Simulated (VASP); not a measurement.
# SrO (sol2) (Fm-3m) in VASP: further runs

The runs below take SrO (sol2) through single point, relaxation of the atoms, with PBEsol.

Program: VASP 6.6.1. These are calculated values, not measurements. Logs are shortened: lines on timing, memory, paths and dates and some standing lists are left out, and cuts for length are marked.

## Step 1: The cell of the first run

The structure is cubic, space group Fm-3m (No. 225). Conventional cell: a = 5.071 Å, b = 5.071 Å, c = 5.071 Å, α = 90.00°, β = 90.00°, γ = 90.00°. Sr (site symmetry m-3m) has 6 O at 2.54 Å within 3.3 Å. Within 3.3 Å of O (site symmetry m-3m) lie 6 Sr at 2.54 Å.

## Step 2: Single point, PBEsol (strained cell)

The input, INCAR:

```
PREC = Accurate
ENCUT = 520
EDIFF = 1E-6
ISMEAR = 0
SIGMA = 0.02
LREAL = False
LASPH = True
NELM = 100
ALGO = Normal
ISIF = 2
LWAVE = False
LCHARG = False
GGA = PS
NBANDS = 15
```

The input, KPOINTS:

```
Automatic mesh
0
Gamma
  6 6 6
```

The input, POSCAR:

```
SrO
1.0
    0.0000000000      2.5357135872      2.5357135872
    2.5357135872      0.0000000000      2.5357135872
    2.5357135872      2.5357135872      0.0000000000
Sr O
1 1
Direct
    0.0000000000      0.0000000000      0.0000000000
    0.5000000000      0.5000000000      0.5000000000
```

Potentials or basis: VASP PAW PBE potentials, release 64 (Sr_sv, O).

Launch:

```bash
cat potpaw_PBE.64/Sr_sv/POTCAR potpaw_PBE.64/O/POTCAR > POTCAR
mpirun -np 1 vasp_std > vasp.out
```

OUTCAR:

```text
PREC = Accurate
   ENCUT = 520
   EDIFF = 1E-6
   ISMEAR = 0
   LREAL = False
   LASPH = True
   NELM = 100
   ISIF = 2
   GGA = PS

 ion  position               nearest neighbor table
   1  0.000  0.000  0.000-   2 2.54   2 2.54   2 2.54   2 2.54   2 2.54   2 2.54
   2  0.500  0.500  0.500-   1 2.54   1 2.54   1 2.54   1 2.54   1 2.54   1 2.54

  LATTYP: Found a face centered cubic cell.
 ALAT       =     5.0714271744

  Lattice vectors:

 A1 = (   0.0000000000,   2.5357135872,   2.5357135872)
 A2 = (   2.5357135872,   0.0000000000,   2.5357135872)
 A3 = (   2.5357135872,   2.5357135872,   0.0000000000)

Analysis of symmetry for initial positions (statically):
=====================================================================
 Subroutine PRICEL returns:
 Original cell was already a primitive cell.

 Routine SETGRP: Setting up the symmetry group for a
 face centered cubic supercell.

 Subroutine GETGRP returns: Found 48 space group operations
 (whereof 48 operations were pure point group operations)
 out of a pool of 48 trial point group operations.

The static configuration has the point symmetry O_h .

Analysis of symmetry for dynamics (positions and initial velocities):
=====================================================================
 Subroutine PRICEL returns:
 Original cell was already a primitive cell.

 Routine SETGRP: Setting up the symmetry group for a
 face centered cubic supercell.

 Subroutine GETGRP returns: Found 48 space group operations
 (whereof 48 operations were pure point group operations)
 out of a pool of 48 trial point group operations.

The dynamic configuration has the point symmetry O_h .

 Subroutine INISYM returns: Found 48 space group operations
 (whereof 48 operations are pure point group operations),
 and found     1 'primitive' translations

----------------------------------------------------------------------------------------

                                     Primitive cell

  volume of cell :      32.6085

  direct lattice vectors                    reciprocal lattice vectors
     0.000000000  2.535713587  2.535713587    -0.197183153  0.197183153  0.197183153
     2.535713587  0.000000000  2.535713587     0.197183153 -0.197183153  0.197183153
     2.535713587  2.535713587  0.000000000     0.197183153  0.197183153 -0.197183153

  length of vectors
     3.586040545  3.586040545  3.586040545     0.341531239  0.341531239  0.341531239

  position of ions in fractional coordinates (direct lattice)
     0.000000000  0.000000000  0.000000000
     0.500000000  0.500000000  0.500000000

  ion indices of the primitive-cell ions
   primitive index   ion index
                 1           1
                 2           2

----------------------------------------------------------------------------------------

 KPOINTS: Automatic mesh

Automatic generation of k-mesh.
 Grid dimensions read from file:
 generate k-points for:    6    6    6

 Generating k-lattice:

  Cartesian coordinates                     Fractional coordinates (reciprocal lattice)
    -0.032863859  0.032863859  0.032863859     0.166666667  0.000000000  0.000000000
     0.032863859 -0.032863859  0.032863859     0.000000000  0.166666667  0.000000000
     0.032863859  0.032863859 -0.032863859     0.000000000  0.000000000  0.166666667

  Length of vectors
     0.056921873  0.056921873  0.056921873

  Shift w.r.t. Gamma in fractional coordinates (k-lattice)
     0.000000000  0.000000000  0.000000000

 Subroutine IBZKPT returns following result:
 ===========================================

 Found     16 irreducible k-points:

 Following reciprocal coordinates:
            Coordinates               Weight
  0.000000  0.000000  0.000000      1.000000
  0.166667  0.000000  0.000000      8.000000
  0.333333  0.000000  0.000000      8.000000
  0.500000  0.000000  0.000000      4.000000
  0.166667  0.166667  0.000000      6.000000
  0.333333  0.166667  0.000000     24.000000
[... 8 lines left out ...]
 -0.333333  0.333333  0.166667     24.000000
 -0.333333  0.500000  0.166667     12.000000
   k-points           NKPTS =     16   k-points in BZ     NKDIM =     16   number of bands    NBANDS=     15
   number of dos      NEDOS =    301   number of ions     NIONS =      2
   total plane-waves  NPLWV =  21952
   dimension x,y,z NGX =    28 NGY =   28 NGZ =   28
   dimension x,y,z NGXF=    56 NGYF=   56 NGZF=   56
   ions per type =               1   1
   NGX,Y,Z   is equivalent  to a cutoff of  12.98, 12.98, 12.98 a.u.
   NGXF,Y,Z  is equivalent  to a cutoff of  25.96, 25.96, 25.96 a.u.
 SYSTEM =  unknown system
   PREC   = accura    normal or accurate (medium, high low for compatibility)
   ISTART =      0    job   : 0-new  1-cont  2-samecut
   ICHARG =      2    charge: 1-file 2-atom 10-const
   ISPIN  =      1    spin polarized calculation?
   LNONCOLLINEAR =      F non collinear calculations
   LSORBIT =      F    spin-orbit coupling
   LASPH  =      T    aspherical Exc in radial PAW
   ENCUT  =  520.0 eV  38.22 Ry    6.18 a.u.   6.67  6.67  6.67*2*pi/ulx,y,z
   NELM   =    100;   NELMIN=  2; NELMDL= -5     # of ELM steps
   EDIFF  = 0.1E-05   stopping-criterion for ELM
   LREAL  =      F    real-space projection
   EDIFFG = 0.1E-04   stopping-criterion for IOM
   NSW    =      0    number of steps for IOM
   IBRION =     -1    ionic relax: 0-MD 1-quasi-New 2-CG
   NFREE  =      0    steps in history (QN), initial steepest desc. (CG)
   ISIF   =      2    stress and relaxation
   ISYM   =      2    0-nonsym 1-usesym 2-fastsym
   POTIM  = 0.5000    time-step for ionic-motion
   TEBEG  =    0.0;   TEEND  =   0.0 temperature during run
   PSTRESS=    0.0 pullay stress
   NELECT =      16.0000    total number of electrons
   NUPDOWN=      -1.0000    fix difference up-down
   EMIN   =  10.00;   EMAX   =-10.00  energy-range for DOS
   EFERMI =   0.00;   METHOD = LEGACY
   ISMEAR =     0;   SIGMA  =   0.02  broadening in eV -4-tet -1-fermi 0-gaus
   EFERMI_NEDOS =   21; number of points for ismear=-14 and -15
   IALGO  =     38    algorithm
   IMIX   =      4    mixing-type and parameters
     AMIX     =   0.40;   BMIX     =  1.00
     AMIX_MAG =   1.60;   BMIX_MAG =  1.00
  volume/ion in A,a.u.               =      16.30       110.03
  Fermi-wavevector in a.u.,A,eV,Ry     =   1.291233  2.440077 22.684759  1.667283
  Thomas-Fermi vector in A             =   2.423016
   LORBIT       =      0    0 simple, 1 ext, 2 COOP (PROOUT), +10 PAW based schemes
   GGA     = PS    functional components
   LHFCALC =     F    Hartree Fock is set to
   AEXX    =    0.0000 exact exchange contribution
   IVDW    =     0    specifies the selected vdW correction
   LEPSILON=     F    determine dielectric tensor
   LRPA    =     F    only Hartree local field effects (RPA)
 non-spin polarized calculation
 Gauss-broadening in eV      SIGMA  =   0.02
  energy-cutoff  :      520.00
  volume of cell :       32.61
 maximum number of plane-waves:       899
 NGX is ok and might be reduce to    28
   NGX = 13   NGY = 13   NGZ = 13

 number of electron      15.9999995 magnetization

 Free energy of the ion-electron system (eV)
  ---------------------------------------------------
  ext. energy  EPLUGINS =         0.00000000
  ---------------------------------------------------
  free energy    TOTEN  =       -12.62490621 eV

  energy without entropy =      -12.62490621  energy(sigma->0) =      -12.62490621

 E-fermi :   1.8460     XC(G=0): -10.4776

 val. band max:        1.6896451626   @ k =   0.0000   0.0000   0.0000
 cond. band min:       4.8101923981   @ k =   0.5000   0.5000   0.0000
 fundamental gap:      3.1205472355
 Fermi energy:         1.8459597934

 k-point     1 :       0.0000    0.0000    0.0000
  band No.  band energies     occupation
      1     -30.4099      2.00000
      2     -13.3609      2.00000
      3     -12.0151      2.00000
      4     -12.0151      2.00000
      5     -12.0151      2.00000
      6       1.6896      2.00000
      7       1.6896      2.00000
      8       1.6896      2.00000
      9       5.8108      0.00000
     10       7.9355      0.00000
     11       7.9355      0.00000
     12       7.9355      0.00000
     13      10.2271      0.00000
     14      10.2271      0.00000
     15      14.3688      0.00000

 k-point     2 :       0.1667    0.0000    0.0000
  band No.  band energies     occupation
      1     -30.3680      2.00000
      2     -13.9341      2.00000
      3     -12.0385      2.00000
      4     -12.0385      2.00000
      5     -11.5420      2.00000
      6       0.9228      2.00000
      7       1.3291      2.00000
      8       1.3291      2.00000
      9       7.0057      0.00000
     10       7.7178      0.00000
     11       8.5026      0.00000
     12       8.5026      0.00000
     13      10.9830      0.00000
     14      10.9830      0.00000
     15      16.1406      0.00000

 k-point     3 :       0.3333    0.0000    0.0000
  band No.  band energies     occupation
      1     -30.2826      2.00000
      2     -14.6759      2.00000
      3     -12.0842      2.00000
      4     -12.0842      2.00000
      5     -11.0007      2.00000
      6      -0.1701      2.00000
      7       0.7177      2.00000
      8       0.7177      2.00000
      9       7.9427      0.00000
     10       9.1791      0.00000
     11       9.8877      0.00000
     12       9.8877      0.00000
     13      12.6655      0.00000
     14      12.6655      0.00000
     15      17.9839      0.00000

 k-point     4 :       0.5000    0.0000    0.0000
  band No.  band energies     occupation
      1     -30.2390      2.00000
      2     -14.9737      2.00000
      3     -12.1065      2.00000
      4     -12.1065      2.00000
      5     -10.8035      2.00000
      6      -0.6184      2.00000
      7       0.4507      2.00000
      8       0.4507      2.00000
      9       8.3575      0.00000
     10      10.3097      0.00000
     11      10.7729      0.00000
     12      10.7729      0.00000
     13      14.0590      0.00000
     14      14.0590      0.00000
     15      17.0606      0.00000
[... 163 lines left out ...]
 k-point    14 :       0.5000    0.3333    0.1667
  band No.  band energies     occupation
      1     -30.2288      2.00000
      2     -14.4082      2.00000
      3     -12.5070      2.00000
      4     -12.3111      2.00000
      5     -11.3752      2.00000
      6       0.2921      2.00000
      7       0.8036      2.00000
      8       1.3402      2.00000
      9       6.7102      0.00000
     10       9.0953      0.00000
     11      10.7588      0.00000
     12      11.3712      0.00000
     13      12.8558      0.00000
     14      14.1773      0.00000
     15      16.4104      0.00000

 k-point    15 :      -0.3333    0.3333    0.1667
  band No.  band energies     occupation
      1     -30.2007      2.00000
      2     -14.3966      2.00000
      3     -12.6425      2.00000
      4     -12.4778      2.00000
      5     -11.3362      2.00000
      6       0.2782      2.00000
      7       1.0063      2.00000
      8       1.0817      2.00000
      9       7.9508      0.00000
     10       8.0733      0.00000
     11      10.9911      0.00000
     12      12.0977      0.00000
     13      13.5530      0.00000
     14      15.0633      0.00000
     15      15.8004      0.00000

 k-point    16 :      -0.3333    0.5000    0.1667
  band No.  band energies     occupation
      1     -30.1884      2.00000
      2     -13.9448      2.00000
      3     -12.9767      2.00000
      4     -12.6291      2.00000
      5     -11.6371      2.00000
      6       0.7490      2.00000
      7       1.2835      2.00000
      8       1.3766      2.00000
      9       6.2835      0.00000
     10       9.3904      0.00000
     11      10.4491      0.00000
     12      13.0631      0.00000
     13      13.2005      0.00000
     14      15.0552      0.00000
     15      15.5866      0.00000

------------------------ aborting loop because EDIFF is reached ----------------------------------------

  FORCE on cell =-STRESS in cart. coord.  units (eV):
  Direction    XX          YY          ZZ          XY          YZ          ZX
  --------------------------------------------------------------------------------------
  -------------------------------------------------------------------------------------
  Total        0.7627759      0.7627759      0.7627759      0.0000000      0.0000000     -0.0000000
  in kB       37.4780476     37.4780476     37.4780476      0.0000000      0.0000000     -0.0000000
  external PRESSURE =      37.4780476 kB  Pullay stress =       0.0000000 kB

 VOLUME and BASIS-vectors are now :
 -----------------------------------------------------------------------------
  energy-cutoff  :      520.00
  volume of cell :       32.61
      direct lattice vectors                 reciprocal lattice vectors
     0.000000000  2.535713587  2.535713587    -0.197183153  0.197183153  0.197183153
     2.535713587  0.000000000  2.535713587     0.197183153 -0.197183153  0.197183153
     2.535713587  2.535713587  0.000000000     0.197183153  0.197183153 -0.197183153

 POSITION                                       TOTAL-FORCE (eV/Angst)
 -----------------------------------------------------------------------------------
      0.00000      0.00000      0.00000         0.000000      0.000000      0.000000
      2.53571      2.53571      2.53571        -0.000000     -0.000000     -0.000000
 -----------------------------------------------------------------------------------
    total drift:                                0.000000      0.000000      0.000000

  FREE ENERGIE OF THE ION-ELECTRON SYSTEM (eV)
  ---------------------------------------------------
  free  energy   TOTEN  =       -12.6249062094 eV

  energy  without entropy=      -12.6249062094  energy(sigma->0) =      -12.62490621
```

Wall time 9.3 s (1 thread of Intel Xeon Platinum 8259CL at 2.50GHz (Skylake/Cascade Lake), shared host); peak memory 0.15 GiB.

What came out:

| Quantity | Value |
| --- | --- |
| Free energy | -12.6249 eV |
| Pressure | 3.7 GPa |
| Band gap on the k mesh | 3.12 eV, indirect (least direct gap 3.18 eV) |

Caveat: the cell differs from its parent crystal (strained cell); the PAW data sets were made with another functional, which shifts forces and pressure a little.

## Step 3: Relaxation of the atoms, PBEsol (strained cell)

The input, INCAR:

```
SYSTEM = SrO
PREC     = Accurate       ! precision mode
ENCUT    = 520            ! plane-wave cutoff, eV
EDIFF    = 1E-7           ! SCF threshold, eV
ISMEAR   = 0              ! smearing method
SIGMA    = 0.02           ! smearing width, eV
LREAL    = .FALSE.        ! projectors in reciprocal space
LASPH    = .TRUE.         ! aspherical terms in the spheres
NELM     = 100            ! most SCF steps
ALGO     = Normal         ! electronic algorithm
ISIF     = 2              ! what is computed and relaxed
LWAVE    = .FALSE.        ! write WAVECAR
LCHARG   = .FALSE.        ! write CHGCAR
GGA      = PS             ! functional
IBRION   = 2              ! ionic algorithm
NSW      = 60             ! ionic steps
EDIFFG   = -0.002         ! ionic threshold
```

The input, KPOINTS:

```
Automatic mesh
0
G
  6 6 6
  0 0 0
```

POSCAR is that of step 2.

Potentials or basis: VASP PAW PBE potentials, release 64 (Sr_sv, O).

Launch:

```bash
cat potpaw_PBE.64/Sr_sv/POTCAR potpaw_PBE.64/O/POTCAR > POTCAR
mpirun -np 1 vasp_std > vasp.out
```

Wall time 8.2 s (1 thread of Intel Xeon Platinum 8259CL at 2.50GHz (Skylake/Cascade Lake), shared host); peak memory 0.15 GiB.

It converged, with:

- Free energy: -12.6249 eV
- Pressure after relaxing: 3.7 GPa
- Band gap on the k mesh: 3.12 eV, indirect (least direct gap 3.18 eV)

Final structure:
```
CELL_PARAMETERS angstrom
0.00000 2.53571 2.53571
2.53571 0.00000 2.53571
2.53571 2.53571 0.00000
ATOMIC_POSITIONS crystal
Sr 0.00000 0.00000 0.00000
O 0.50000 0.50000 0.50000
```

Levels at points of the mesh, in eV from the valence-band top:
| k point | band 5 | band 6 | band 7 | band 8 | band 9 | band 10 | band 11 | band 12 |
| --- | --- | --- | --- | --- | --- | --- | --- | --- |
| (0.00, 0.00, 0.00) | -13.70 | 0.00 | 0.00 | 0.00 | 4.12 | 6.25 | 6.25 | 6.25 |
| (0.50, 0.00, 0.00) | -12.49 | -2.31 | -1.24 | -1.24 | 6.67 | 8.62 | 9.08 | 9.08 |
| (0.50, 0.50, 0.00) | -14.13 | -0.36 | -0.06 | -0.06 | 3.12 | 8.08 | 10.47 | 10.59 |

Caveat: the cell differs from its parent crystal (strained cell); the relaxation stopped at its first step, so nothing moved; the PAW data sets were made with another functional, which shifts forces and pressure a little. A k mesh can miss the band edges.
